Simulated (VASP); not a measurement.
# In (Fm-3m) in VASP: notebook, part 2 of 2

VASP 6.6.1.

## Step 6: Single point, r2SCAN (27.19 Å³/atom)

This run uses another cell than the first one, of 27.19 Å³/atom.

Input file POSCAR:

```
In
1.0
    0.0000000000      2.3867849214      2.3867849214
    2.3867849214      0.0000000000      2.3867849214
    2.3867849214      2.3867849214      0.0000000000
In
1
Direct
    0.0000000000      0.0000000000      0.0000000000
```

Input file INCAR.step1:

```
PREC     = Accurate       # precision mode
ENCUT    = 550            # plane-wave cutoff, eV
ISMEAR   = 0              # smearing method
SIGMA    = 0.05           # smearing width, eV
LREAL    = F              # projectors in reciprocal space
LASPH    = T              # aspherical terms in the spheres
NELM     = 120            # most SCF steps
NBANDS   = 12             # bands
GGA      = PE             # functional
ALGO     = Normal         # electronic algorithm
EDIFF    = 1E-5           # SCF threshold, eV
LWAVE    = T              # write WAVECAR
LCHARG   = F              # write CHGCAR
GGA_COMPAT= F
```

Input file INCAR.step2:

```
PREC     = Accurate       # precision mode
ENCUT    = 550            # plane-wave cutoff, eV
EDIFF    = 1E-6           # SCF threshold, eV
ISMEAR   = 0              # smearing method
SIGMA    = 0.05           # smearing width, eV
LREAL    = F              # projectors in reciprocal space
LASPH    = T              # aspherical terms in the spheres
NELM     = 120            # most SCF steps
ALGO     = Normal         # electronic algorithm
ISIF     = 2              # what is computed and relaxed
LWAVE    = F              # write WAVECAR
LCHARG   = F              # write CHGCAR
METAGGA  = R2SCAN         # meta-GGA
LMIXTAU  = T            
NBANDS   = 12             # bands
ISTART   = 1            
GGA_COMPAT= F
```

Input file KPOINTS:

```
Automatic mesh
0
Gamma
  16 16 16
```

Potentials or basis: VASP PAW PBE potentials, release 64 (In_d).

Started as:

```
$ cat potpaw_PBE.64/In_d/POTCAR > POTCAR
$ cp INCAR.step1 INCAR
$ mpirun -np 1 vasp_std > vasp.out
$ cp INCAR.step2 INCAR
$ mpirun -np 1 vasp_std > vasp.out
```

Wall time 2.6 min (1 thread of Intel Xeon Platinum 8259CL at 2.50GHz (Skylake/Cascade Lake), shared host); peak memory 0.2 GiB.

Results (log left out):

| Property | Result |
| --- | --- |
| Free energy | -22.5680 eV |
| Pressure | -1.2 GPa |
| Band gap on the k mesh | zero (an odd number of electrons rules out a gap without spin polarisation) |

Levels at points of the mesh, in eV from the Fermi level:
```
           k point  band 4  band 5  band 6  band 7  band 8  band 9
(0.00, 0.00, 0.00)  -15.05  -15.05   -9.78   10.82   10.82   10.82
(0.50, 0.00, 0.00)  -14.90  -14.90   -4.48   -3.43    8.59    8.59
(0.50, 0.50, 0.00)  -14.86  -14.86   -2.33   -2.14    4.14    4.14
```

Caveat: the PAW data sets were made with another functional, which shifts forces and pressure a little; spin-orbit coupling is left out, which moves the levels of the heavy elements.

## Step 7: Single point, r2SCAN

This run uses another cell than the first one, of 27.49 Å³/atom.

Input file POSCAR:

```
In
1.0
    0.0000000000      2.3953945061      2.3953945061
    2.3953945061      0.0000000000      2.3953945061
    2.3953945061      2.3953945061      0.0000000000
In
1
Direct
    0.0000000000      0.0000000000      0.0000000000
```

Input file INCAR.step1:

```
  PREC = Accurate
  ENCUT = 550
  ISMEAR = 0
  SIGMA = 0.05
  LREAL = False
  LASPH = True
  NELM = 120
  NBANDS = 12
  GGA = PE
  ALGO = Normal
  EDIFF = 1E-5
  LWAVE = True
  LCHARG = False
  GGA_COMPAT = False
```

Input file INCAR.step2:

```
  PREC = Accurate
  ENCUT = 550
  EDIFF = 1E-6
  ISMEAR = 0
  SIGMA = 0.05
  LREAL = False
  LASPH = True
  NELM = 120
  ALGO = Normal
  ISIF = 2
  LWAVE = False
  LCHARG = False
  METAGGA = R2SCAN
  LMIXTAU = True
  NBANDS = 12
  ISTART = 1
  GGA_COMPAT = False
```

Input file KPOINTS:

```
regular mesh
0
Gamma
  16 16 16
```

Potentials or basis: VASP PAW PBE potentials, release 64 (In_d).

Started as:

```
$ cat potpaw_PBE.64/In_d/POTCAR > POTCAR
$ cp INCAR.step1 INCAR
$ mpirun -np 1 vasp_std > vasp.out
$ cp INCAR.step2 INCAR
$ mpirun -np 1 vasp_std > vasp.out
```

OUTCAR:

```text
PREC = Accurate
   ENCUT = 550
   EDIFF = 1E-6
   ISMEAR = 0
   LREAL = False
   LASPH = True
   NELM = 120
   ISIF = 2
   METAGGA = R2SCAN
   ISTART = 1

 ion  position               nearest neighbor table
   1  0.000  0.000  0.000-

  LATTYP: Found a face centered cubic cell.
 ALAT       =     4.7907890122

  Lattice vectors:

 A1 = (   0.0000000000,   2.3953945061,   2.3953945061)
 A2 = (   2.3953945061,   0.0000000000,   2.3953945061)
 A3 = (   2.3953945061,   2.3953945061,   0.0000000000)

Analysis of symmetry for initial positions (statically):
=====================================================================
 Subroutine PRICEL returns:
 Original cell was already a primitive cell.

 Routine SETGRP: Setting up the symmetry group for a
 face centered cubic supercell.

 Subroutine GETGRP returns: Found 48 space group operations
 (whereof 48 operations were pure point group operations)
 out of a pool of 48 trial point group operations.

The static configuration has the point symmetry O_h .

Analysis of symmetry for dynamics (positions and initial velocities):
=====================================================================
 Subroutine PRICEL returns:
 Original cell was already a primitive cell.

 Routine SETGRP: Setting up the symmetry group for a
 face centered cubic supercell.

 Subroutine GETGRP returns: Found 48 space group operations
 (whereof 48 operations were pure point group operations)
 out of a pool of 48 trial point group operations.

The dynamic configuration has the point symmetry O_h .

 Subroutine INISYM returns: Found 48 space group operations
 (whereof 48 operations are pure point group operations),
 and found     1 'primitive' translations

----------------------------------------------------------------------------------------

                                     Primitive cell

  volume of cell :      27.4891

[... 113 lines left out ...]
   AEXX    =    0.0000 exact exchange contribution
   IVDW    =     0    specifies the selected vdW correction
   LEPSILON=     F    determine dielectric tensor
   LRPA    =     F    only Hartree local field effects (RPA)
 non-spin polarized calculation
 Gauss-broadening in eV      SIGMA  =   0.05
  energy-cutoff  :      550.00
  volume of cell :       27.49
 maximum number of plane-waves:       825
 NGX is ok and might be reduce to    28
   NGX = 13   NGY = 13   NGZ = 13

 number of electron      12.9999997 magnetization

 Free energy of the ion-electron system (eV)
  ---------------------------------------------------
  ext. energy  EPLUGINS =         0.00000000
  ---------------------------------------------------
  free energy    TOTEN  =       -22.56550771 eV

  energy without entropy =      -22.56448176  energy(sigma->0) =      -22.56499473

 E-fermi :   6.9530     XC(G=0): -10.8129

 val. band max:        6.9421667097   @ k =  -0.2500   0.4375   0.1875
 cond. band min:       6.9644866826   @ k =  -0.3125   0.2500   0.0000
 fundamental gap:      0.0223199729
 Fermi energy:         6.9529713183

 k-point     1 :       0.0000    0.0000    0.0000
  band No.  band energies     occupation
      1      -8.2429      2.00000
      2      -8.2429      2.00000
      3      -8.2429      2.00000
      4      -8.0858      2.00000
      5      -8.0858      2.00000
      6      -2.7526      2.00000
      7      17.6701      0.00000
      8      17.6701      0.00000
      9      17.6701      0.00000
     10      18.9661      0.00000
     11      21.0994      0.00000
     12      21.0994      0.00000
[... 331 lines left out ...]
 k-point    24 :      -0.0625    0.0625    0.0000
  band No.  band energies     occupation
      1      -8.2479      2.00000
      2      -8.2287      2.00000
      3      -8.2223      2.00000
      4      -8.0942      2.00000
      5      -8.0805      2.00000
      6      -2.5211      2.00000
      7      15.7941      0.00000
      8      16.0367      0.00000
      9      17.8272      0.00000
     10      18.8333      0.00000
     11      21.2315      0.00000
     12      22.0356      0.00000

 [... further k-points ...]

------------------------ aborting loop because EDIFF is reached ----------------------------------------

  FORCE on cell =-STRESS in cart. coord.  units (eV):
  Direction    XX          YY          ZZ          XY          YZ          ZX
  --------------------------------------------------------------------------------------
  -------------------------------------------------------------------------------------
  Total       -0.2726643     -0.2726643     -0.2726643      0.0000000      0.0000000     -0.0000000
  in kB      -15.8919681    -15.8919681    -15.8919681      0.0000000      0.0000000     -0.0000000
  external PRESSURE =     -15.8919681 kB  Pullay stress =       0.0000000 kB

 VOLUME and BASIS-vectors are now :
 -----------------------------------------------------------------------------
  energy-cutoff  :      550.00
  volume of cell :       27.49
      direct lattice vectors                 reciprocal lattice vectors
     0.000000000  2.395394506  2.395394506    -0.208733884  0.208733884  0.208733884
     2.395394506  0.000000000  2.395394506     0.208733884 -0.208733884  0.208733884
     2.395394506  2.395394506  0.000000000     0.208733884  0.208733884 -0.208733884

 POSITION                                       TOTAL-FORCE (eV/Angst)
 -----------------------------------------------------------------------------------
      0.00000      0.00000      0.00000        -0.000000      0.000000      0.000000
 -----------------------------------------------------------------------------------
    total drift:                               -0.000000     -0.000000     -0.000000

  FREE ENERGIE OF THE ION-ELECTRON SYSTEM (eV)
  ---------------------------------------------------
  free  energy   TOTEN  =       -22.5655077101 eV

  energy  without entropy=      -22.5644817577  energy(sigma->0) =      -22.56499473
```

OUTCAR.step1:

```text
PREC = Accurate
   ENCUT = 550
   ISMEAR = 0
   LREAL = False
   LASPH = True
   NELM = 120
[... 575 lines left out ...]

 POSITION                                       TOTAL-FORCE (eV/Angst)
 -----------------------------------------------------------------------------------
      0.00000      0.00000      0.00000         0.000000      0.000000     -0.000000
 -----------------------------------------------------------------------------------
    total drift:                               -0.000000     -0.000000     -0.000000

  FREE ENERGIE OF THE ION-ELECTRON SYSTEM (eV)
  ---------------------------------------------------
  free  energy   TOTEN  =        -2.5590670499 eV

  energy  without entropy=       -2.5580660522  energy(sigma->0) =       -2.55856655
```

OSZICAR.step1:

```text
N       E                     dE             d eps       ncg     rms          rms(c)
DAV:   1     0.798331816699E+02    0.79833E+02   -0.64162E+03  3500   0.139E+03
DAV:   2     0.131238383828E+01   -0.78521E+02   -0.76823E+02  3604   0.297E+02
DAV:   3    -0.249264697675E+01   -0.38050E+01   -0.37943E+01  4204   0.650E+01
DAV:   4    -0.257914223029E+01   -0.86495E-01   -0.86476E-01  4392   0.989E+00
DAV:   5    -0.258291681879E+01   -0.37746E-02   -0.37745E-02  4876   0.180E+00    0.206E+00
DAV:   6    -0.256297243066E+01    0.19944E-01   -0.32627E-02  4476   0.361E+00    0.103E+00
DAV:   7    -0.255925849499E+01    0.37139E-02   -0.10362E-02  4548   0.187E+00    0.237E-01
DAV:   8    -0.255906058544E+01    0.19791E-03   -0.81234E-04  4880   0.473E-01    0.315E-02
DAV:   9    -0.255906704993E+01   -0.64645E-05   -0.85092E-06  3168   0.441E-02
   1 F= -.25590670E+01 E0= -.25585666E+01  d E =-.100100E-02
```

Run time: 2.6 min. Hardware: 1 thread of Intel Xeon Platinum 8259CL at 2.50GHz (Skylake/Cascade Lake), shared host; peak memory 0.2 GiB.

What came out:

| Item | Value |
| --- | --- |
| Free energy | -22.5655 eV |
| Pressure | -1.6 GPa |
| Band gap on the k mesh | zero (an odd number of electrons rules out a gap without spin polarisation) |

Levels at points of the mesh, in eV from the Fermi level:
```tsv
k point	band 2	band 3	band 4	band 5	band 6	band 7	band 8	band 9	band 10	band 11
(0.00, 0.00, 0.00)	-15.20	-15.20	-15.04	-15.04	-9.71	10.72	10.72	10.72	12.01	14.15
(0.50, 0.00, 0.00)	-15.19	-15.19	-14.89	-14.89	-4.48	-3.38	8.51	8.51	11.49	12.77
(0.50, 0.50, 0.00)	-15.30	-14.91	-14.86	-14.86	-2.30	-2.16	4.11	4.11	7.61	7.71
```

Caveat: the PAW data sets were made with another functional, which shifts forces and pressure a little; spin-orbit coupling is left out, which moves the levels of the heavy elements.

## Step 8: Overview

```csv
level,cell,k mesh,cutoff (eV),gap on the mesh (eV),pressure (GPa)
PBE,"a = 3.347 Å, angles 60.0°, 1 atom",8 × 8 × 8,500,none,1.4
PBE,"a = 3.388 Å, angles 60.0°, 1 atom",8 × 8 × 8,500,none,0.0
r2SCAN,"a = 3.338 Å, angles 60.0°, 1 atom",16 × 16 × 16,550,none,0.1
r2SCAN,"a = 3.375 Å, angles 60.0°, 1 atom",16 × 16 × 16,550,none,-1.2
r2SCAN,"a = 3.388 Å, angles 60.0°, 1 atom",16 × 16 × 16,550,none,-1.6
```

Alike in all rows: task single point; potentials or basis VASP PAW PBE potentials, release 64 (In_d); no spin polarisation; smearing gaussian 0.05 eV.

Caveats: spin-orbit coupling is left out, which moves the levels of the heavy elements; the PAW data sets were made with another functional, which shifts forces and pressure a little (at least some runs).

Total energies depend on the potentials used, so only differences within one code and one set of settings carry meaning.
